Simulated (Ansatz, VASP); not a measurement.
# BeS: VASP beside Ansatz

```
Be S
1.0
     0.00000    2.31462    2.31462
     2.31462    0.00000    2.31462
     2.31462    2.31462    0.00000
Be S
1 1
Direct
  0.50000 0.50000 0.50000
  0.00000 0.00000 0.00000
```

Change from the starting cell: species swapped into the ScS type (Fm-3m, No. 225).

Alike in both runs: functional PBE; k mesh 10 × 10 × 10; occupations gaussian, width 0.02 eV; no spin polarisation.

Ansatz relaxed the structure, and its values are those at the end. VASP's run is a single point on that final structure, the one shown.

|  | VASP | Ansatz |
| --- | --- | --- |
| version | VASP 6.6.1 | Ansatz 0.2.0 |
| potentials or method | VASP PAW PBE potentials, release 64 (Be, S), cutoff 520 eV | scalar-relativistic, plane waves, PAW |
| valence electrons in the cell | 8 | 8 |

VASP gave:

```
gap on the k mesh at the Fermi level (eV) : 1.03
least direct gap on the mesh (eV)         : 4.17
pressure (GPa)                            : -0.1
```

Which values does Ansatz return?

gap on the k mesh at the Fermi level (eV): 1.03; least direct gap on the mesh (eV): 4.16; pressure (GPa): 0.0.
